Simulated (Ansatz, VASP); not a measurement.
# Fe: VASP beside Ansatz

The input INCAR:

```
PREC     = Accurate       # precision mode
ENCUT    = 520            # plane-wave cutoff, eV
EDIFF    = 1E-8           # SCF threshold, eV
ISMEAR   = -1             # smearing method
SIGMA    = 0.08           # smearing width, eV
LREAL    = F              # projectors in reciprocal space
LASPH    = T              # aspherical terms in the spheres
NELM     = 120            # most SCF steps
ALGO     = Normal         # electronic algorithm
ISIF     = 2              # what is computed and relaxed
LWAVE    = F              # write WAVECAR
LCHARG   = F              # write CHGCAR
GGA      = PE             # functional
LEFG     = T            
NBANDS   = 15             # bands
GGA_COMPAT= F
```

KPOINTS

```
Automatic mesh
0
Gamma
  17 17 10
```

The input POSCAR:

```
Fe
1.0
    2.4828407370      0.0000000000      0.0000000000
   -1.2414203685      2.1502031518      0.0000000000
    0.0000000000      0.0000000000      3.8419344700
Fe
2
Direct
    0.3333333333      0.6666666667      0.2500000000
    0.6666666667      0.3333333333      0.7500000000
```

Input for Ansatz:

```yaml
crystal:
  lattice:
    - [2.482840737, 0.0, 0.0]
    - [-1.2414203685, 2.1502031518, 0.0]
    - [0.0, 0.0, 3.84193447]
  atoms:
    - { symbol: Fe, position: [0.3333333333, 0.6666666667, 0.25] }
    - { symbol: Fe, position: [0.6666666667, 0.3333333333, 0.75] }
kpoints:
  mp_grid: { grid: [17, 17, 10] }
scf:
  occupations: { method: fermi_dirac, width: 0.08 }
hamiltonian:
  xc: pbe
  pseudopotentials: { kind: all_electron, datasets: crystal }
output:
  forces: true
  stress: true
  eigenvalues: true
  efg: { contact_densities: true }
```

Change from the starting cell: equal xx and yy strain of +2 %, crystal datasets.

Alike in both runs: task electric field gradients; functional PBE; k mesh 17 × 17 × 10; occupations fermi-dirac, width 0.08 eV; no spin polarisation.

|  | VASP | Ansatz |
| --- | --- | --- |
| version | VASP 6.6.1 | Ansatz 0.2.0 |
| potentials or method | VASP PAW PBE potentials, release 64 (Fe), cutoff 520 eV | all-electron PAW with datasets made for the crystal, scalar-relativistic |

```tsv
	VASP	Ansatz	Ansatz less VASP
pressure (GPa)	-1.7	-1.2	+0.53
traceless stress, the component that is largest in VASP (GPa)	5.99	6.26	+0.275
size of Vzz on the site where it differs most (V/Å²)	11.8	6.8	-4.97
```

Ansatz ran all-electron here, and VASP with PAW potentials. Ansatz's warnings: printed levels off.
